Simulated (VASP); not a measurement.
Wanted: the native input for a VASP 6.6.1 run.

| Quantity | Value |
| --- | --- |
| Task | single point |
| Functional | PBE |
| Potentials or basis | VASP PAW PBE potentials, release 64 (Al, Ni) |
| Cutoff | 520 eV |
| k mesh | 16 × 16 × 16 |
| Occupations | gaussian, width 0.15 eV |
| Spin | no spin polarisation |
| Dipole correction | no |
| Further INCAR settings | ALGO = Fast; EDIFF = 1e-06; NBANDS = 14 |

The structure of AlNi lies in POSCAR:

```
AlNi
1.0
    2.0426321522     -2.0425983492      0.0000000000
    2.0426321522      2.0425983492      0.0000000000
    0.0000000000      0.0000000000      2.9004437222
Al Ni
1 1
Direct
   -0.0276941742      0.0000000000     -0.0206864900
    0.5127310980      0.5000000000      0.5095096438
```

This cell differs from its parent crystal: atoms displaced along several vibrational modes.

These files were run (other wordings do the same):

INCAR

```
  PREC = Accurate
  ENCUT = 520
  EDIFF = 1E-6
  ISMEAR = 0
  SIGMA = 0.15
  LREAL = False
  LASPH = True
  NELM = 80
  ALGO = Fast
  ISIF = 2
  LWAVE = False
  LCHARG = False
  GGA = PE
  NBANDS = 14
```

KPOINTS

```
Automatic mesh
0
Gamma
  16 16 16
```

Potentials or basis: VASP PAW PBE potentials, release 64 (Al, Ni).

Run with:

```bash
$ cat potpaw_PBE.64/Al/POTCAR potpaw_PBE.64/Ni/POTCAR > POTCAR
$ mpirun -np 1 vasp_std > vasp.out
```

It gave:

```json
{
 "Pressure": "1.3 GPa",
 "Largest force": "0.860 eV/Å",
 "Band gap on the k mesh": "zero (an odd number of electrons rules out a gap without spin polarisation)"
}
```

Caveat: the cell differs from its parent crystal (atoms displaced along several vibrational modes).

Run time: 3.4 min on 1 thread of Intel(R) Xeon(R) 6975P-C (Granite Rapids), with other jobs on the host, peak memory 0.76 GiB.
